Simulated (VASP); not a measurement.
# Sn3Se (Pm-3m) in VASP: notebook

Runs on Sn3Se. Level: r2SCAN. Tasks: single point.

Everything below comes from runs of VASP 6.6.1. Logs are shortened: lines on timing, memory, paths and dates and some standing lists are left out, and cuts for length are marked.

**1. The cell of the first run**

Symmetry: Pm-3m, No. 221, cubic system. Conventional cell: a = 4.726 Å, b = 4.726 Å, c = 4.726 Å, α = 90.00°, β = 90.00°, γ = 90.00°. Sn (site symmetry 4/mmm) has 8 Sn at 3.34 Å and 4 Se at 3.34 Å within 4.4 Å. Se (site symmetry m-3m) has 12 Sn at 3.34 Å within 4.4 Å.

**2. Single point, r2SCAN**

The input, POSCAR:

```
Sn3Se
1.0
    4.7260905951      0.0000000000      0.0000000000
    0.0000000000      4.7260905951      0.0000000000
    0.0000000000      0.0000000000      4.7260905951
Sn Se
3 1
Direct
    0.0000000000      0.5000000000      0.5000000000
    0.5000000000      0.0000000000      0.5000000000
    0.5000000000      0.5000000000      0.0000000000
    0.0000000000      0.0000000000      0.0000000000
```

The input, INCAR.step1:

```
PREC     = Accurate       # precision mode
ENCUT    = 520            # plane-wave cutoff, eV
ISMEAR   = 0              # smearing method
SIGMA    = 0.1            # smearing width, eV
LREAL    = False          # projectors in reciprocal space
LASPH    = True           # aspherical terms in the spheres
NELM     = 80             # most SCF steps
NBANDS   = 32             # bands
GGA      = PE             # functional
ALGO     = Normal         # electronic algorithm
EDIFF    = 1E-4           # SCF threshold, eV
LWAVE    = True           # write WAVECAR
LCHARG   = False          # write CHGCAR
```

The input, INCAR.step2:

```
PREC     = Accurate       # precision mode
ENCUT    = 520            # plane-wave cutoff, eV
EDIFF    = 1E-7           # SCF threshold, eV
ISMEAR   = 0              # smearing method
SIGMA    = 0.1            # smearing width, eV
LREAL    = False          # projectors in reciprocal space
LASPH    = True           # aspherical terms in the spheres
NELM     = 80             # most SCF steps
ALGO     = Normal         # electronic algorithm
ISIF     = 2              # what is computed and relaxed
LWAVE    = False          # write WAVECAR
LCHARG   = True           # write CHGCAR
METAGGA  = R2SCAN         # meta-GGA
LMIXTAU  = True         
LELF     = True           # ELF
LVHAR    = True         
NBANDS   = 32             # bands
ISTART   = 1
```

The input, KPOINTS:

```
regular mesh
0
Gamma
  10 10 10
```

Potentials or basis: VASP PAW PBE potentials, release 64 (Sn_d, Se).

On the command line:

```
> cat potpaw_PBE.64/Sn_d/POTCAR potpaw_PBE.64/Se/POTCAR > POTCAR
> cp INCAR.step1 INCAR
> mpirun -np 1 vasp_std > vasp.out
> cp INCAR.step2 INCAR
> mpirun -np 1 vasp_std > vasp.out
```

OUTCAR:

```text
PREC = Accurate
   ENCUT = 520
   EDIFF = 1E-7
   ISMEAR = 0
   LREAL = False
   LASPH = True
   NELM = 80
   ISIF = 2
   METAGGA = R2SCAN
   ISTART = 1

 ion  position               nearest neighbor table
   1  0.000  0.500  0.500-   2 3.34   3 3.34   3 3.34   2 3.34   2 3.34   3 3.34   3 3.34   2 3.34

   2  0.500  0.000  0.500-   1 3.34   3 3.34   3 3.34   1 3.34   3 3.34   3 3.34   1 3.34   1 3.34

   3  0.500  0.500  0.000-   1 3.34   2 3.34   1 3.34   2 3.34   2 3.34   2 3.34   1 3.34   1 3.34

   4  0.000  0.000  0.000-

  LATTYP: Found a simple cubic cell.
 ALAT       =     4.7260905951

  Lattice vectors:

 A1 = (   4.7260905951,   0.0000000000,   0.0000000000)
 A2 = (   0.0000000000,   4.7260905951,   0.0000000000)
 A3 = (   0.0000000000,   0.0000000000,   4.7260905951)

Analysis of symmetry for initial positions (statically):
=====================================================================
 Subroutine PRICEL returns:
 Original cell was already a primitive cell.

 Routine SETGRP: Setting up the symmetry group for a
 simple cubic supercell.

 Subroutine GETGRP returns: Found 48 space group operations
 (whereof 48 operations were pure point group operations)
 out of a pool of 48 trial point group operations.

The static configuration has the point symmetry O_h .

Analysis of symmetry for dynamics (positions and initial velocities):
=====================================================================
 Subroutine PRICEL returns:
 Original cell was already a primitive cell.

 Routine SETGRP: Setting up the symmetry group for a
 simple cubic supercell.

 Subroutine GETGRP returns: Found 48 space group operations
 (whereof 48 operations were pure point group operations)
 out of a pool of 48 trial point group operations.

The dynamic configuration has the point symmetry O_h .

 Subroutine INISYM returns: Found 48 space group operations
 (whereof 48 operations are pure point group operations),
 and found     1 'primitive' translations

----------------------------------------------------------------------------------------

                                     Primitive cell

  volume of cell :     105.5616

  direct lattice vectors                    reciprocal lattice vectors
     4.726090595  0.000000000  0.000000000     0.211591373  0.000000000  0.000000000
     0.000000000  4.726090595  0.000000000     0.000000000  0.211591373  0.000000000
     0.000000000  0.000000000  4.726090595     0.000000000  0.000000000  0.211591373

  length of vectors
     4.726090595  4.726090595  4.726090595     0.211591373  0.211591373  0.211591373

  position of ions in fractional coordinates (direct lattice)
     0.000000000  0.500000000  0.500000000
     0.500000000  0.000000000  0.500000000
     0.500000000  0.500000000  0.000000000
     0.000000000  0.000000000  0.000000000

  ion indices of the primitive-cell ions
   primitive index   ion index
                 1           1
                 2           2
                 3           3
                 4           4

----------------------------------------------------------------------------------------

 KPOINTS: regular mesh

Automatic generation of k-mesh.
 Grid dimensions read from file:
 generate k-points for:   10   10   10

 Generating k-lattice:

  Cartesian coordinates                     Fractional coordinates (reciprocal lattice)
     0.021159137  0.000000000  0.000000000     0.100000000  0.000000000  0.000000000
     0.000000000  0.021159137  0.000000000     0.000000000  0.100000000  0.000000000
     0.000000000  0.000000000  0.021159137     0.000000000  0.000000000  0.100000000

  Length of vectors
     0.021159137  0.021159137  0.021159137

  Shift w.r.t. Gamma in fractional coordinates (k-lattice)
     0.000000000  0.000000000  0.000000000

 Subroutine IBZKPT returns following result:
 ===========================================

 Found     56 irreducible k-points:

 Following reciprocal coordinates:
            Coordinates               Weight
  0.000000  0.000000  0.000000      1.000000
  0.100000  0.000000  0.000000      6.000000
  0.200000  0.000000  0.000000      6.000000
  0.300000  0.000000  0.000000      6.000000
  0.400000  0.000000  0.000000      6.000000
  0.500000  0.000000  0.000000      3.000000
[... 16 lines left out ...]
  0.200000  0.100000  0.100000     24.000000
  0.300000  0.100000  0.100000     24.000000
 [... further k-points ...]
   k-points           NKPTS =     56   k-points in BZ     NKDIM =     56   number of bands    NBANDS=     32
   number of dos      NEDOS =    301   number of ions     NIONS =      4
   total plane-waves  NPLWV =  46656
   dimension x,y,z NGX =    36 NGY =   36 NGZ =   36
   dimension x,y,z NGXF=    72 NGYF=   72 NGZF=   72
   ions per type =               3   1
   NGX,Y,Z   is equivalent  to a cutoff of  12.66, 12.66, 12.66 a.u.
   NGXF,Y,Z  is equivalent  to a cutoff of  25.33, 25.33, 25.33 a.u.
 SYSTEM =  unknown system
   PREC   = accura    normal or accurate (medium, high low for compatibility)
   ISTART =      1    job   : 0-new  1-cont  2-samecut
   ICHARG =      0    charge: 1-file 2-atom 10-const
   ISPIN  =      1    spin polarized calculation?
   LNONCOLLINEAR =      F non collinear calculations
   LSORBIT =      F    spin-orbit coupling
   LASPH  =      T    aspherical Exc in radial PAW
   ENCUT  =  520.0 eV  38.22 Ry    6.18 a.u.   8.79  8.79  8.79*2*pi/ulx,y,z
   NELM   =     80;   NELMIN=  2; NELMDL=  0     # of ELM steps
   EDIFF  = 0.1E-06   stopping-criterion for ELM
   LREAL  =      F    real-space projection
   EDIFFG = 0.1E-05   stopping-criterion for IOM
   NSW    =      0    number of steps for IOM
   IBRION =     -1    ionic relax: 0-MD 1-quasi-New 2-CG
   NFREE  =      0    steps in history (QN), initial steepest desc. (CG)
   ISIF   =      2    stress and relaxation
   ISYM   =      2    0-nonsym 1-usesym 2-fastsym
   POTIM  = 0.5000    time-step for ionic-motion
   TEBEG  =    0.0;   TEEND  =   0.0 temperature during run
   PSTRESS=    0.0 pullay stress
   NELECT =      48.0000    total number of electrons
   NUPDOWN=      -1.0000    fix difference up-down
   EMIN   =  10.00;   EMAX   =-10.00  energy-range for DOS
   EFERMI =   0.00;   METHOD = LEGACY
   ISMEAR =     0;   SIGMA  =   0.10  broadening in eV -4-tet -1-fermi 0-gaus
   EFERMI_NEDOS =   21; number of points for ismear=-14 and -15
   IALGO  =     38    algorithm
   IMIX   =      4    mixing-type and parameters
     AMIX     =   0.40;   BMIX     =  1.00
     AMIX_MAG =   1.60;   BMIX_MAG =  1.00
  volume/ion in A,a.u.               =      26.39       178.09
  Fermi-wavevector in a.u.,A,eV,Ry     =   1.258886  2.378950 21.562444  1.584795
  Thomas-Fermi vector in A             =   2.392474
   LORBIT       =      0    0 simple, 1 ext, 2 COOP (PROOUT), +10 PAW based schemes
   METAGGA = R2SCAN    functional components
   LHFCALC =     F    Hartree Fock is set to
   AEXX    =    0.0000 exact exchange contribution
   IVDW    =     0    specifies the selected vdW correction
   LEPSILON=     F    determine dielectric tensor
   LRPA    =     F    only Hartree local field effects (RPA)
 non-spin polarized calculation
 Gauss-broadening in eV      SIGMA  =   0.10
  energy-cutoff  :      520.00
  volume of cell :      105.56
 maximum number of plane-waves:      2897
 NGX is ok and might be reduce to    36
   NGX = 17   NGY = 17   NGZ = 17

 number of electron      47.9999976 magnetization

 Free energy of the ion-electron system (eV)
  ---------------------------------------------------
  ext. energy  EPLUGINS =         0.00000000
  ---------------------------------------------------
  free energy    TOTEN  =       -87.72578026 eV

  energy without entropy =      -87.71413840  energy(sigma->0) =      -87.71995933

 E-fermi :   7.3485     XC(G=0): -10.9628

 val. band max:        7.3339316658   @ k =   0.1000   0.1000   0.0000
 cond. band min:       7.3525046639   @ k =   0.3000   0.3000   0.1000
 fundamental gap:      0.0185729981
 Fermi energy:         7.3485051831

 k-point     1 :       0.0000    0.0000    0.0000
  band No.  band energies     occupation
      1     -15.2546      2.00000
      2     -15.2546      2.00000
      3     -15.2546      2.00000
      4     -15.2343      2.00000
      5     -15.2343      2.00000
      6     -15.1915      2.00000
[... 24 lines left out ...]
     31      13.2850      0.00000
     32      13.3138      0.00000

 k-point     2 :       0.1000    0.0000    0.0000
  band No.  band energies     occupation
      1     -15.2534      2.00000
      2     -15.2491      2.00000
      3     -15.2491      2.00000
      4     -15.2339      2.00000
      5     -15.2310      2.00000
      6     -15.1876      2.00000
[... 24 lines left out ...]
     31      13.3575      0.00000
     32      13.5853      0.00000

 k-point     3 :       0.2000    0.0000    0.0000
  band No.  band energies     occupation
      1     -15.2499      2.00000
      2     -15.2331      2.00000
      3     -15.2331      2.00000
      4     -15.2328      2.00000
      5     -15.2217      2.00000
      6     -15.1765      2.00000
[... 24 lines left out ...]
     31      13.1565      0.00000
     32      13.1565      0.00000

 k-point     4 :       0.3000    0.0000    0.0000
  band No.  band energies     occupation
      1     -15.2453      2.00000
      2     -15.2315      2.00000
      3     -15.2101      2.00000
      4     -15.2101      2.00000
      5     -15.2079      2.00000
      6     -15.1625      2.00000
[... 24 lines left out ...]
     31      12.4308      0.00000
     32      13.6713      0.00000

 k-point     5 :       0.4000    0.0000    0.0000
  band No.  band energies     occupation
      1     -15.2411      2.00000
      2     -15.2305      2.00000
      3     -15.1931      2.00000
      4     -15.1888      2.00000
      5     -15.1888      2.00000
      6     -15.1667      2.00000
[... 584 lines left out ...]
     31      13.1734      0.00000
     32      15.2812      0.00000

 k-point    22 :       0.1000    0.1000    0.1000
  band No.  band energies     occupation
      1     -15.2464      2.00000
      2     -15.2433      2.00000
      3     -15.2433      2.00000
      4     -15.2263      2.00000
      5     -15.2263      2.00000
      6     -15.1799      2.00000
[... 24 lines left out ...]
     31      13.4841      0.00000
     32      13.4841      0.00000

 k-point    23 :       0.2000    0.1000    0.1000
  band No.  band energies     occupation
      1     -15.2418      2.00000
      2     -15.2358      2.00000
      3     -15.2348      2.00000
      4     -15.2199      2.00000
      5     -15.2114      2.00000
      6     -15.1702      2.00000
[... 24 lines left out ...]
     31      13.2615      0.00000
     32      13.5040      0.00000

 k-point    24 :       0.3000    0.1000    0.1000
  band No.  band energies     occupation
      1     -15.2372      2.00000
      2     -15.2301      2.00000
      3     -15.2207      2.00000
      4     -15.2049      2.00000
      5     -15.1920      2.00000
      6     -15.1689      2.00000
[... 24 lines left out ...]
     31      12.9022      0.00000
     32      13.8051      0.00000

 [... further k-points ...]
[... 5 lines left out ...]
  --------------------------------------------------------------------------------------
  -------------------------------------------------------------------------------------
  Total        0.0006153      0.0006153      0.0006153     -0.0000000     -0.0000000      0.0000000
  in kB        0.0093395      0.0093395      0.0093395     -0.0000000     -0.0000000      0.0000000
  external PRESSURE =       0.0093395 kB  Pullay stress =       0.0000000 kB

 VOLUME and BASIS-vectors are now :
 -----------------------------------------------------------------------------
  energy-cutoff  :      520.00
  volume of cell :      105.56
      direct lattice vectors                 reciprocal lattice vectors
     4.726090595  0.000000000  0.000000000     0.211591373  0.000000000  0.000000000
     0.000000000  4.726090595  0.000000000     0.000000000  0.211591373  0.000000000
     0.000000000  0.000000000  4.726090595     0.000000000  0.000000000  0.211591373

 POSITION                                       TOTAL-FORCE (eV/Angst)
 -----------------------------------------------------------------------------------
      0.00000      2.36305      2.36305         0.000000      0.000000      0.000000
      2.36305      0.00000      2.36305         0.000000      0.000000      0.000000
      2.36305      2.36305      0.00000         0.000000      0.000000      0.000000
      0.00000      0.00000      0.00000         0.000000      0.000000      0.000000
 -----------------------------------------------------------------------------------
    total drift:                                0.000000      0.000000      0.000000

  FREE ENERGIE OF THE ION-ELECTRON SYSTEM (eV)
  ---------------------------------------------------
  free  energy   TOTEN  =       -87.7257802602 eV

  energy  without entropy=      -87.7141383970  energy(sigma->0) =      -87.71995933
```

Run time: 9.3 min. Hardware: 1 thread of Intel Xeon Platinum 8259CL at 2.50GHz (Skylake/Cascade Lake), shared host; peak memory 0.32 GiB.

What came out:

```yaml
Free_energy: -87.7258 eV
Pressure: 0.0 GPa
Band_gap_on_the_k_mesh: zero (band 24 reaches 9.36 eV, above the bottom of band 25 at 6.83 eV)
```

Levels at points of the mesh, in eV from the Fermi level:
| k point | band 21 | band 22 | band 23 | band 24 | band 25 | band 26 | band 27 | band 28 |
| --- | --- | --- | --- | --- | --- | --- | --- | --- |
| (0.00, 0.00, 0.00) | -4.67 | -4.67 | -0.19 | -0.19 | -0.19 | 2.39 | 2.39 | 2.39 |
| (0.50, 0.00, 0.00) | -3.53 | -2.06 | -2.00 | -2.00 | -0.07 | 2.03 | 2.25 | 2.25 |
| (0.50, 0.50, 0.00) | -2.43 | -2.15 | -2.15 | -0.64 | -0.05 | 0.04 | 0.04 | 3.33 |
| (0.50, 0.50, 0.50) | -5.58 | -5.58 | -5.13 | 2.01 | 2.01 | 2.01 | 6.18 | 6.18 |

Caveat: the PAW data sets were made with another functional, which shifts forces and pressure a little; spin-orbit coupling is left out, which moves the levels of the heavy elements.

(Part 1 of 2 ends here.)
